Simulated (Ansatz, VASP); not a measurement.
**Two plane-wave programs on Al**

INCAR

```
SYSTEM = Al
ALGO = Normal ; EDIFF = 1E-6
ENCUT = 520 ; GGA = PS
ISIF = 2 ; ISMEAR = 0
IVDW = 12 ; LASPH = .True.
LCHARG = .False. ; LREAL = .False.
LWAVE = .False. ; NBANDS = 10
NELM = 100 ; PREC = Accurate
SIGMA = 0.15
```

KPOINTS

```
k-points
0
Gamma
  18 18 10
  0 0 0
```

Contents of POSCAR:

```
Al
1.0
    2.8827667353      0.0000000000      0.0000000000
   -1.4413833676      2.4965492260      0.0000000000
    0.0000000000      0.0000000000      4.8668500000
Al
2
Direct
    0.6666666667      0.3333333333      0.7500000000
    0.3333333333      0.6666666667      0.2500000000
```

Input for Ansatz:

```yaml
crystal:
  lattice:
    - [2.8827667353, 0.0, 0.0]
    - [-1.4413833676, 2.496549226, 0.0]
    - [0.0, 0.0, 4.86685]
  atoms:
    - { symbol: Al, position: [0.6666666667, 0.3333333333, 0.75] }
    - { symbol: Al, position: [0.3333333333, 0.6666666667, 0.25] }
basis:
  ecutwfc: 420
kpoints:
  mp_grid: { grid: [18, 18, 10] }
hamiltonian:
  xc: pbesol
  dispersion: d3bj
scf:
  occupations: { method: gaussian, width: 0.15 }
output:
  forces: true
  stress: true
  eigenvalues: true
```

Change from the starting cell: strain +0.025 along x and y, +0.000 along z, atoms carried along.

Alike in both runs: task single point; functional PBEsol; dispersion D3(BJ); k mesh 18 × 18 × 10; occupations gaussian, width 0.15 eV; no spin polarisation.

|  | VASP | Ansatz |
| --- | --- | --- |
| version | VASP 6.6.1 | Ansatz 0.2.0 |
| potentials or method | VASP PAW PBE potentials, release 64 (Al), cutoff 520 eV | scalar-relativistic, plane waves, PAW |
| valence electrons in the cell | 6 | 6 |

```csv
,VASP,Ansatz,Ansatz less VASP
gap on the k mesh at the Fermi level (eV),none,none,-
pressure (GPa),-7.5,-7.5,-0.04
"traceless stress, the component that is largest in VASP (GPa)",-0.11,-0.11,+0.004
```

VASP's potentials were made for PBE, not for PBEsol. A gap of «none» marks a metal or a gap that the smearing closes.
